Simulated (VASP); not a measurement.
Here is a VASP 6.6.1 calculation.

File INCAR:

```
PREC = Accurate
ENCUT = 520
EDIFF = 1E-6
ISMEAR = 0
SIGMA = 0.05
LREAL = F
LASPH = T
NELM = 150
ALGO = Normal
ISIF = 2
LWAVE = F
LCHARG = T
LMAXMIX = 4
LDAU = T
LDAUTYPE = 2
LDAUL = -1 2 -1
LDAUU = 0 4 0
LDAUJ = 0 0 0
LDAUPRINT = 1
GGA = PE
LELF = T
LVHAR = T
NBANDS = 28
```

File KPOINTS:

```
regular mesh
0
Gamma
  6 6 6
```

Contents of POSCAR:

```
BaTiO3
1.0
    4.0082194129      0.0000000000      0.0000000000
    0.0000000000      2.8732814832      2.8859184405
    0.0000000000     -2.8732814832      2.8859184405
Ba Ti O
1 1 3
Direct
    0.0000000000      0.0080771898      0.0080771898
    0.5000000000      0.5197092923      0.5197092923
    0.0000000000      0.3745082062      0.4528158838
    0.5000000000      0.4938075436      0.9829991481
    0.5000000000      0.9829991481      0.4938075436
```

Potentials or basis: VASP PAW PBE potentials, release 64 (Ba_sv, Ti_sv, O).

Launch:

```bash
$ cat potpaw_PBE.64/Ba_sv/POTCAR potpaw_PBE.64/Ti_sv/POTCAR potpaw_PBE.64/O/POTCAR > POTCAR
$ mpirun -np 1 vasp_std > vasp.out
```

(1) What does it give for the band gap on the k mesh?

(2) What does it give for the pressure?

(3) Predict the largest force.

## Answers

(1) 2.36 eV, indirect (least direct gap 2.88 eV).

(2) 5.3 GPa.

(3) 3.790 eV/Å.

Caveat: the cell differs from its parent crystal (atom 3 (O) moved by (-0.225, -0.450) A along y and z); spin-orbit coupling is left out, which moves the levels of the heavy elements; forces of over 1 eV/Å act on the atoms, so gaps and moduli don't describe the material at rest.
